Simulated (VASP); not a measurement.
Set up this calculation in VASP 6.6.1, as the native input.

```yaml
Task: single point
Functional: PBEsol
Dispersion: D3(BJ)
Potentials_or_basis: VASP PAW PBE potentials, release 64 (Cd, S)
Cutoff: 520 eV
k_mesh: 8 × 8 × 8
Occupations: fermi-dirac, width 0.05 eV
Spin: no spin polarisation
Dipole_correction: no
Further_INCAR_settings: ALGO = Normal; EDIFF = 1e-06; NBANDS = 16
```

The structure of CdS (Hawleyite) lies in POSCAR:

```
CdS
1.0
    0.0000000000      2.8853103471      2.8853103471
    2.8853103471      0.0000000000      2.8853103471
    2.8853103471      2.8853103471      0.0000000000
Cd S
1 1
Direct
    0.0000000000      0.0000000000      0.0000000000
    0.7500000000      0.7500000000      0.7500000000
```

These files were run (other wordings do the same):

INCAR

```
SYSTEM = CdS
PREC = Accurate
ENCUT = 520
EDIFF = 1E-6
ISMEAR = -1
SIGMA = 0.05
LREAL = .False.
LASPH = .True.
NELM = 60
ALGO = Normal
ISIF = 2
LWAVE = .False.
LCHARG = .False.
GGA = PS
IVDW = 12
NBANDS = 16
```

KPOINTS

```
Automatic mesh
0
Gamma
  8 8 8
  0 0 0
```

Potentials or basis: VASP PAW PBE potentials, release 64 (Cd, S).

Run with:

```sh
$ cat potpaw_PBE.64/Cd/POTCAR potpaw_PBE.64/S/POTCAR > POTCAR
$ mpirun -np 1 vasp_std > vasp.out
```

It gave:

```
Pressure                   : 0.4 GPa
Band gap on the k mesh     : 1.07 eV, direct
Dispersion energy per atom : -0.281 eV
```

Caveat: the PAW data sets were made with another functional, which shifts forces and pressure a little.

Run time: 21 s on 1 thread of Intel Xeon 6975P-C, on a shared host, peak memory 0.19 GiB.
